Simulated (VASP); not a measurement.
Set up this calculation in VASP 6.6.1, as the native input.

* Task: relaxation of cell and atoms
* Functional: PBE
* Potentials or basis: VASP PAW PBE potentials, release 64 (Si, Ge_d)
* Cutoff: 600 eV
* k mesh: 6 × 6 × 2
* Occupations: gaussian, width 0.1 eV
* Spin: no spin polarisation
* Dipole correction: no
* Further INCAR settings: ALGO = Normal; EDIFF = 1e-07; IBRION = 2; EDIFFG = -0.04; NSW = 90; ISIF = 3

The structure of Si2Ge3 lies in POSCAR:

```
Si2Ge3
1.0
    2.7893261400      0.0000000000      0.0000000000
   -1.3946630700      2.4156272900      0.0000000000
    0.0000000000      0.0000000000     13.0966969500
Si Ge
2 3
Direct
    0.0000000000      0.0000000000      0.9000000000
    0.0000000000      0.0000000000      0.1000000000
    0.0000000000      0.0000000000      0.3000000000
    0.0000000000      0.0000000000      0.5000000000
    0.0000000000      0.0000000000      0.7000000000
```

One way to write it, as run:

INCAR

```
SYSTEM = Si2Ge3
  PREC = Accurate
  ENCUT = 600
  EDIFF = 1E-7
  ISMEAR = 0
  SIGMA = 0.1
  LREAL = .FALSE.
  LASPH = .TRUE.
  NELM = 80
  ALGO = Normal
  ISIF = 3
  LWAVE = .FALSE.
  LCHARG = .FALSE.
  GGA = PE
  IBRION = 2
  NSW = 90
  EDIFFG = -0.04
```

KPOINTS

```
Automatic mesh
0
G
  6 6 2
  0 0 0
```

Potentials or basis: VASP PAW PBE potentials, release 64 (Si, Ge_d).

The run is started by

```console
$ cat potpaw_PBE.64/Si/POTCAR potpaw_PBE.64/Ge_d/POTCAR > POTCAR
$ mpirun -np 1 vasp_std > vasp.out
```

Results of the run:

```yaml
Relaxed_volume: 18.03 Å³/atom
Relaxed_cell: a = 2.757 Å, b = 2.757 Å, c = 13.694 Å, α = 90.00°, β = 90.00°, γ = 120.00°
Space_group_after_relaxing_to_0.1_Å: P6/mmm (No. 191)
Energy_gained_by_relaxing: 36.2 meV/atom
Ionic_steps: 9
Pressure_after_relaxing: -0.1 GPa
Largest_force_after_relaxing: 0.009 eV/Å
```

Caveat: the k points lie up to 0.44 Å⁻¹ apart in the final cell; the highest band is partly filled, so the run has too few bands.

Run time: 10 min on 1 thread of Intel Xeon 8259CL, with other jobs on the host, peak memory 0.26 GiB.
